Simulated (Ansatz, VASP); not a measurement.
Sn: VASP beside Ansatz

File POSCAR:

```
Sn
1.0
   -1.5970485750      1.6423809750      2.3383420000
    1.5970485750     -1.6423809750      2.3383420000
    1.5970485750      1.6423809750     -2.3383420000
Sn
1
Direct
    0.0000000000      0.0000000000      0.0000000000
```

INCAR.step1

```
PREC = Accurate
ENCUT = 520
ISMEAR = 0
SIGMA = 0.15
LREAL = F
LASPH = T
NELM = 60
NBANDS = 13
GGA = PE
ALGO = Normal
EDIFF = 1E-4
LWAVE = T
LCHARG = F
```

The input INCAR.step2:

```
PREC = Accurate
ENCUT = 520
EDIFF = 1E-6
ISMEAR = 0
SIGMA = 0.15
LREAL = F
LASPH = T
NELM = 60
ALGO = Normal
ISIF = 2
LWAVE = F
LCHARG = T
METAGGA = R2SCAN
LMIXTAU = T
LELF = T
LVHAR = T
NBANDS = 13
ISTART = 1
```

KPOINTS

```
Automatic mesh
0
Gamma
  20 20 20
```

Input for Ansatz:

```yaml
crystal:
  lattice:
    - [-1.597048575, 1.642380975, 2.338342]
    - [1.597048575, -1.642380975, 2.338342]
    - [1.597048575, 1.642380975, -2.338342]
  atoms:
    - { symbol: Sn, position: [0.0, 0.0, 0.0] }
basis:
  ecutwfc: 500
kpoints:
  mp_grid: { grid: [20, 20, 20] }
hamiltonian:
  xc: r2scan
scf:
  occupations: { method: gaussian, width: 0.15 }
output:
  forces: true
  stress: true
  eigenvalues: true
```

Change from the starting cell: strain -0.0750 x Voigt [1, 1, 0, 0, 0, 0], atoms carried along.

Alike in both runs: task single point; functional r2SCAN; k mesh 20 × 20 × 20; occupations gaussian, width 0.15 eV; no spin polarisation.

```csv
,VASP,Ansatz
version,VASP 6.6.1,Ansatz 0.2.0
potentials or method,"VASP PAW PBE potentials, release 64 (Sn_d), cutoff 520 eV","scalar-relativistic, plane waves, PAW"
valence electrons in the cell,14,14
```

|  | VASP | Ansatz | Ansatz less VASP |
| --- | --- | --- | --- |
| gap on the k mesh at the Fermi level (eV) | none | none | - |
| pressure (GPa) | 7.1 | 7.1 | -0.03 |
| traceless stress, the component that is largest in VASP (GPa) | -0.55 | -0.55 | +0.002 |

VASP's potentials were made for PBE, not for r2SCAN. A gap of «none» marks a metal or a gap that the smearing closes.
